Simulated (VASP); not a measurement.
# Si24W11 (a cell with a defect) in VASP: single point with PBE

Aim: the single point of Si24W11 (a cell with a defect) with PBE.

Program: VASP 6.6.1. These are calculated values, not measurements. Logs are shortened: lines on timing, memory, paths and dates and some standing lists are left out, and cuts for length are marked.

### 1 The cell of the first run

The cell holds a defect, 35 atoms: a = 9.097 Å, b = 9.097 Å, c = 13.646 Å, α = 138.42°, β = 138.42°, γ = 60.26°.

### 2 Single point, PBE

Contents of INCAR:

```
SYSTEM = Si24W11
ALGO = Normal ; EDIFF = 1E-7
ENCUT = 520 ; GGA = PE
ISIF = 2 ; ISMEAR = 1
LASPH = .TRUE. ; LCHARG = .TRUE.
LELF = .TRUE. ; LREAL = Auto
LVHAR = .TRUE. ; LWAVE = .FALSE.
NBANDS = 148 ; NELM = 80
PREC = Accurate ; SIGMA = 0.1
```

Contents of KPOINTS:

```
k-points
0
G
  3 3 2
  0 0 0
```

Contents of POSCAR:

```
Si24W11
1.0
   -3.2292007300      3.2292007300      7.8679106400
    3.2292007300     -3.2292007300      7.8679106400
    4.8438010900      4.8438010900    -11.8018659700
Si W
24 11
Direct
    0.1659416086      0.1669353926      0.0003253279
    0.3308386466      0.3317931552     -0.0024192897
    0.1713728110      0.1723217831      0.3370939908
    0.3366474522      0.3376478218      0.3432411987
    0.1665772103      0.1676109528      0.6667650774
    0.3323257528      0.3333252734      0.6669993983
    0.1654490257      0.6681576147     -0.0000638312
    0.3320683594      0.8348337141      0.0003186325
    0.1649899851      0.6679060193      0.3326674109
    0.3317491419      0.8344393644      0.3330722821
    0.1764277903      0.6635884361      0.6665784158
    0.3364444592      0.8232327969      0.6664017058
    0.6671093478      0.1664331955     -0.0000990217
    0.8338568176      0.3330532022      0.0003366327
    0.6668909584      0.1659797498      0.3326492017
    0.8334275517      0.3327007915      0.3330408696
    0.6627255313      0.1773304415      0.6665719782
    0.8222952278      0.3374018268      0.6663923929
    0.6620237487      0.6629693847     -0.0105852701
    0.8276337400      0.8286680988     -0.0039798157
    0.6680286623      0.6689758923      0.3353073400
    0.8329350486      0.8339353349      0.3326428883
    0.6666764898      0.6676167095      0.6660861029
    0.8323518107      0.8332917930      0.6662386614
   -0.0034098585     -0.0024155217     -0.0029269149
    0.0023843272      0.0033708493      0.3359776732
   -0.0005189701      0.0004077457      0.6664976127
   -0.0015870112      0.5005798188     -0.0007546129
    0.0004505525      0.5002686555      0.3337113962
   -0.0006034139      0.5004155987      0.6664901612
    0.4995897731     -0.0005840949     -0.0007487217
    0.4992948274      0.0014722664      0.3337452039
    0.4994421072      0.0003847605      0.6664876802
    0.5017725793      0.5027670994      0.0023079146
    0.4971267955      0.4981158874      0.3307337278
```

Potentials or basis: VASP PAW PBE potentials, release 64 (Si, W_sv).

The run is started by

```
> cat potpaw_PBE.64/Si/POTCAR potpaw_PBE.64/W_sv/POTCAR > POTCAR
> mpirun -np 1 vasp_std > vasp.out
```

OUTCAR:

```text
SYSTEM = Si24W11
   EDIFF = 1E-7
   ENCUT = 520
   GGA = PE
   ISIF = 2
   ISMEAR = 1
   LASPH = .TRUE.
   LREAL = Auto
   NELM = 80
   PREC = Accurate

 ion  position               nearest neighbor table
   1  0.166  0.167  0.000-  35 2.62  14 2.62   8 2.62  25 2.63   2 2.63  24 2.64  27 2.64  31 2.64
                            28 2.64   4 2.71
   2  0.331  0.332  0.998-  27 2.62   5 2.62   1 2.63  35 2.63  34 2.63  31 2.64  28 2.64  13 2.64
                             7 2.64  21 2.66
   3  0.171  0.172  0.337-   4 2.53  32 2.61  29 2.61   6 2.64  10 2.65  26 2.65  16 2.65  25 2.65
                            20 2.72
   4  0.337  0.338  0.343-   3 2.53  29 2.60  32 2.60  23 2.61  15 2.67   9 2.67  35 2.67  25 2.69
                             1 2.71  12 3.13  18 3.13
   5  0.167  0.168  0.667-   6 2.61  26 2.62   2 2.62  27 2.63  30 2.63  33 2.63  22 2.64  34 2.65
                            18 2.72  12 2.72
   6  0.332  0.333  0.667-   5 2.61  19 2.61  26 2.61  11 2.61  17 2.61  30 2.63  33 2.63  34 2.63
                             3 2.64
   7  0.165  0.668  1.000-   8 2.62  25 2.62  28 2.62  30 2.63  10 2.63  32 2.64  34 2.64   2 2.64
                            20 2.65  18 2.66
   8  0.332  0.835  0.000-   7 2.62   1 2.62  31 2.63  15 2.63  25 2.63  32 2.63  30 2.63  34 2.64
                            11 2.66  19 2.67
   9  0.165  0.668  0.333-  10 2.62  22 2.62  29 2.63  26 2.63  14 2.63  28 2.63  33 2.63  35 2.64
[... 39 lines left out ...]
  29  0.000  0.500  0.334-   4 2.60  12 2.60  11 2.61   3 2.61  16 2.62   9 2.63  14 2.63  13 2.64
                            21 2.64  22 2.64  34 3.22  27 3.23  25 3.24
  30  0.999  0.500  0.666-  23 2.63   6 2.63   5 2.63  24 2.63   7 2.63  16 2.63  15 2.63   8 2.63
                            18 2.68  11 2.68  26 3.22  25 3.22  35 3.24  34 3.24
  31  0.500  0.999  0.999-  19 2.60  11 2.60  12 2.60  20 2.61  13 2.62   8 2.63  15 2.63  16 2.63
                             2 2.64   1 2.64  35 3.22  27 3.23  26 3.24
  32  0.499  0.001  0.334-   4 2.60  18 2.60  17 2.60   3 2.61  10 2.62  15 2.63   8 2.63   7 2.64
                            21 2.64  22 2.64  34 3.22  27 3.23  25 3.24
  33  0.499  0.000  0.666-  23 2.63   6 2.63   5 2.63  24 2.63  13 2.63  10 2.63   9 2.63  14 2.63
                            12 2.68  17 2.68  26 3.22  25 3.22  35 3.24  34 3.24
  34  0.502  0.503  0.002-  22 2.62  21 2.63   2 2.63   6 2.63   8 2.64  14 2.64  13 2.64   7 2.64
                             5 2.65  19 2.67  29 3.22  32 3.22  30 3.24  33 3.24
  35  0.497  0.498  0.331-   1 2.62   2 2.63  23 2.63  21 2.64  15 2.64   9 2.64  10 2.64  16 2.64
                            24 2.65   4 2.67  31 3.22  28 3.22  33 3.24  30 3.24

  Warning from LATTYP: Got some problem with cell dimensions!
  Tried to take original basis but could not verify dimensions!
  LATTYP: Found a base centered monoclinic cell.
 ALAT       =    15.7358212800
 B/A-ratio  =     0.5804310289
 C/A-ratio  =     0.5020023408
 COS(beta)  =    -0.4980056447

  Lattice vectors:

 A1 = (   3.2292007300,  -3.2292007300,  -7.8679106400)
 A2 = (  -3.2292007300,   3.2292007300,  -7.8679106400)
 A3 = (   4.8438010900,   4.8438010900,   3.9339553100)

Analysis of symmetry for initial positions (statically):
=====================================================================
 Subroutine PRICEL returns:
 Original cell was already a primitive cell.

[... 213 lines left out ...]
  Fermi-wavevector in a.u.,A,eV,Ry     =   1.306135  2.468236 23.211368  1.705987
  Thomas-Fermi vector in A             =   2.436957
   LORBIT       =      0    0 simple, 1 ext, 2 COOP (PROOUT), +10 PAW based schemes
   GGA     = PE    functional components
   LHFCALC =     F    Hartree Fock is set to
   AEXX    =    0.0000 exact exchange contribution
   IVDW    =     0    specifies the selected vdW correction
   LEPSILON=     F    determine dielectric tensor
   LRPA    =     F    only Hartree local field effects (RPA)
 non-spin polarized calculation
 Methfessel and Paxton  Order N= 1 SIGMA  =   0.10
  energy-cutoff  :      520.00
  volume of cell :      492.27
 maximum number of plane-waves:     13271
 NGX is ok and might be reduce to    70
   NGX = 33   NGY = 33   NGZ = 51

 number of electron     250.0000005 magnetization

 Free energy of the ion-electron system (eV)
  ---------------------------------------------------
  ext. energy  EPLUGINS =         0.00000000
  ---------------------------------------------------
  free energy    TOTEN  =      -281.92980720 eV

  energy without entropy =     -281.93514882  energy(sigma->0) =     -281.93158774

 E-fermi :  11.0137     XC(G=0): -12.2336

 val. band max:       10.9578887838   @ k =   0.3333   0.3333   0.5000
 cond. band min:      11.0952297663   @ k =   0.0000   0.0000   0.5000
 fundamental gap:      0.1373409825
 Fermi energy:        11.0136521146

 k-point     1 :       0.0000    0.0000    0.0000
  band No.  band energies     occupation
      1     -62.7283      2.00000
      2     -62.7277      2.00000
      3     -62.7048      2.00000
      4     -62.7043      2.00000
      5     -62.6363      2.00000
      6     -62.6360      2.00000
[... 1389 lines left out ...]
    136      12.9967     -0.00000
    137      13.1025      0.00000
 [bands above 137 left out]

------------------------ aborting loop because EDIFF is reached ----------------------------------------

  FORCE on cell =-STRESS in cart. coord.  units (eV):
  Direction    XX          YY          ZZ          XY          YZ          ZX
  --------------------------------------------------------------------------------------
  -------------------------------------------------------------------------------------
  Total       -5.0732843     -5.0736710     -0.4785261     -0.0673116      0.0211306      0.0173533
  in kB      -16.5119754    -16.5132340     -1.5574548     -0.2190786      0.0687735      0.0564796
  external PRESSURE =     -11.5275547 kB  Pullay stress =       0.0000000 kB

 VOLUME and BASIS-vectors are now :
 -----------------------------------------------------------------------------
  energy-cutoff  :      520.00
  volume of cell :      492.27
      direct lattice vectors                 reciprocal lattice vectors
    -3.229200730  3.229200730  7.867910640     0.000000000  0.154837077  0.063549273
     3.229200730 -3.229200730  7.867910640     0.154837077  0.000000000  0.063549273
     4.843801090  4.843801090-11.801865970     0.103224718  0.103224718  0.000000000

 POSITION                                       TOTAL-FORCE (eV/Angst)
 -----------------------------------------------------------------------------------
      0.00478     -0.00163      2.61521        -0.000158      0.000767     -0.002685
      4.83516      4.82900     -6.55979         0.001099     -0.000439      0.002968
      1.63588      1.62975     -1.27418         0.001329     -0.001467     -0.000721
      1.66582      1.65936      1.25441         0.005130      0.004408      0.007888
      3.23302      3.22634     -5.23971        -0.002189      0.002538     -0.007684
      3.23404      3.22758     -2.63455        -0.003544      0.000274      0.006881
[... 27 lines left out ...]
      0.01439      0.00797      7.87639        -0.000052     -0.001176      0.009571
      1.60520      1.59881      3.92721        -0.002711     -0.003148     -0.000700
 -----------------------------------------------------------------------------------
    total drift:                                0.003449     -0.001151     -0.000163

  FREE ENERGIE OF THE ION-ELECTRON SYSTEM (eV)
  ---------------------------------------------------
  free  energy   TOTEN  =      -281.9298071993 eV

  energy  without entropy=     -281.9351488241  energy(sigma->0) =     -281.93158774
```

OSZICAR:

```text
N       E                     dE             d eps       ncg     rms          rms(c)
DAV:   1     0.257587027369E+04    0.25759E+04   -0.12890E+05  3064   0.171E+03
DAV:   2    -0.861275245550E+02   -0.26620E+04   -0.25837E+04  3224   0.486E+02
DAV:   3    -0.284106049715E+03   -0.19798E+03   -0.19067E+03  3560   0.120E+02
[... 11 lines left out ...]
DAV:  15    -0.281929808719E+03    0.12495E-05   -0.53130E-06  3544   0.868E-03    0.463E-03
DAV:  16    -0.281929807753E+03    0.96570E-06   -0.95799E-07  3464   0.406E-03    0.168E-03
DAV:  17    -0.281929807380E+03    0.37381E-06   -0.17463E-07  2296   0.183E-03    0.817E-04
DAV:  18    -0.281929807203E+03    0.17664E-06   -0.61969E-08  1888   0.736E-04    0.341E-04
DAV:  19    -0.281929807199E+03    0.36016E-08   -0.13300E-08  1840   0.354E-04
   1 F= -.28192981E+03 E0= -.28193159E+03  d E =0.534162E-02
```

stdout:

```text
POSCAR found type information on POSCAR SiW
 POSCAR found :  2 types and      35 ions
 scaLAPACK will be used
 LDA part: xc-table for (Slater+PW92), standard interpolation
 -----------------------------------------------------------------------------
|                                                                             |
|           W    W    AA    RRRRR   N    N  II  N    N   GGGG   !!!           |
|           W    W   A  A   R    R  NN   N  II  NN   N  G    G  !!!           |
|           W    W  A    A  R    R  N N  N  II  N N  N  G       !!!           |
|           W WW W  AAAAAA  RRRRR   N  N N  II  N  N N  G  GGG   !            |
|           WW  WW  A    A  R   R   N   NN  II  N   NN  G    G                |
|           W    W  A    A  R    R  N    N  II  N    N   GGGG   !!!           |
|                                                                             |
|     Your reciprocal lattice and k-lattice belong to different lattice       |
|     classes:                                                                |
|                                                                             |
|        The reciprocal lattice is base-centered monoclinic,                  |
|        whereas your k-lattice is body-centered tetragonal.                  |
|                                                                             |
|     Results are often still useful ...                                      |
|                                                                             |
 -----------------------------------------------------------------------------

 POSCAR, INCAR and KPOINTS ok, starting setup
 FFT: planning ... GRIDC
 FFT: planning ... GRID_SOFT
 FFT: planning ... GRID
 WAVECAR not read
 entering main loop
```

It took 48 min on 1 thread of AMD EPYC 9R45 (Zen 5), shared host; peak memory 1.2 GiB.

Results:

* Free energy: -281.9298 eV
* Pressure: -1.2 GPa
* Largest force: 0.012 eV/Å
* Band gap on the k mesh: zero (bands 125 and 126 overlap by 0.29 eV)

Forces in eV/Å, atoms in the order of the input:
```
Si   0.000  0.001 -0.003
Si   0.001  0.000  0.003
Si   0.001 -0.001 -0.001
Si   0.005  0.004  0.008
Si  -0.002  0.003 -0.008
Si  -0.004  0.000  0.007
Si   0.001  0.005 -0.003
Si   0.003 -0.002 -0.002
Si  -0.001  0.001 -0.002
Si  -0.005  0.000  0.001
Si  -0.001 -0.001  0.003
Si   0.002 -0.004 -0.001
Si   0.004  0.003 -0.001
Si  -0.003  0.001  0.000
Si   0.001  0.000 -0.002
Si   0.001 -0.004  0.003
Si   0.003 -0.002 -0.002
Si  -0.002  0.003 -0.004
Si   0.003  0.001 -0.004
Si  -0.002  0.001 -0.001
Si   0.004  0.004 -0.008
Si   0.000  0.003  0.004
Si  -0.002 -0.005 -0.010
Si  -0.002 -0.002  0.002
W   -0.006 -0.005 -0.006
W    0.000  0.000 -0.001
W    0.001 -0.004  0.000
W    0.002 -0.008  0.004
W    0.001  0.012 -0.003
W   -0.001  0.003  0.009
W   -0.010  0.003  0.001
W    0.006 -0.001  0.000
W    0.004 -0.002  0.008
W    0.000 -0.001  0.010
W   -0.003 -0.003 -0.001
```

Caveat: spin-orbit coupling is left out, which moves the levels of the heavy elements.

The gap in the log of VASP goes by the Fermi energy; the results here count the filled bands.